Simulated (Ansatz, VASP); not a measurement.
# Ge: VASP beside Ansatz

```
Ge
1.0
     4.05816    0.00000    0.00000
    -2.02908    3.51447    0.00000
     0.00000    0.00000   24.22552
Ge
10
Cartesian
  2.0291 1.1715 5.0000
  0.0000 2.3430 5.8405
  0.0000 2.3430 8.3463
  2.0291 1.1715 9.1867
  2.0291 1.1715 11.6925
  0.0000 2.3430 12.5330
  0.0000 2.3430 15.0388
  2.0291 1.1715 15.8793
  2.0291 1.1715 18.3851
  0.0000 2.3430 19.2255
```

Alike in both runs: task single point; functional PBE; k mesh 9 × 9 × 1; occupations gaussian, width 0.1 eV; no spin polarisation.

|  | VASP | Ansatz |
| --- | --- | --- |
| version | VASP 6.6.1 | Ansatz 0.2.0 |
| potentials or method | VASP PAW PBE potentials, release 64 (Ge_d), cutoff 520 eV | scalar-relativistic, plane waves, PAW |
| valence electrons in the cell | 140 | 140 |

```tsv
	VASP	Ansatz	Ansatz less VASP
gap on the k mesh at the Fermi level (eV)	none	none	-
rms of the force components (eV/Å)	0.070	0.069	-0.0009
work function, face that differs most (eV)	4.66	4.68	+0.020
```

Atom by atom the forces differ by 0.001 eV/Å (rms over components). A gap of «none» marks a metal or a gap that the smearing closes. Ansatz's warnings: vacuum density over bound.
